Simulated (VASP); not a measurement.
Write the native input for VASP 6.6.1 that does the following.

* Task: single point
* Functional: PBE
* Potentials or basis: VASP PAW PBE potentials, release 64 (Pb_d, S)
* Cutoff: 500 eV
* k mesh: 6 × 6 × 6
* Occupations: methfessel-paxton, width 0.02 eV
* Spin: no spin polarisation
* Dipole correction: no
* Further INCAR settings: ALGO = Normal; EDIFF = 1e-06; NBANDS = 17

The structure of PbS (Galena) lies in POSCAR:

```
PbS
1.0
    0.0000000000      2.9657500000      2.9657500000
    2.9657500000      0.0000000000      2.9657500000
    2.9657500000      2.9657500000      0.0000000000
Pb S
1 1
Direct
    0.0000000000      0.0000000000      0.0000000000
    0.5000000000      0.5000000000      0.5000000000
```

One way to write it, as run:

INCAR

```
SYSTEM = PbS
PREC = Accurate
ENCUT = 500
EDIFF = 1E-6
ISMEAR = 1
SIGMA = 0.02
LREAL = .False.
LASPH = .True.
NELM = 120
ALGO = Normal
ISIF = 2
LWAVE = .False.
LCHARG = .True.
GGA = PE
LELF = .True.
LVHAR = .True.
NBANDS = 17
GGA_COMPAT = .False.
```

KPOINTS

```
regular mesh
0
Gamma
  6 6 6
  0 0 0
```

Potentials or basis: VASP PAW PBE potentials, release 64 (Pb_d, S).

Command:

```console
$ cat potpaw_PBE.64/Pb_d/POTCAR potpaw_PBE.64/S/POTCAR > POTCAR
$ mpirun -np 1 vasp_std > vasp.out
```

It gave:

| Quantity | Value |
| --- | --- |
| Pressure | 2.1 GPa |
| Band gap on the k mesh | 0.37 eV, direct |

Caveat: spin-orbit coupling is left out, which moves the levels of the heavy elements.

Run time: 7.8 s on 1 thread of Intel(R) Xeon(R) 6975P-C (Granite Rapids) (shared host), peak memory 0.17 GiB.
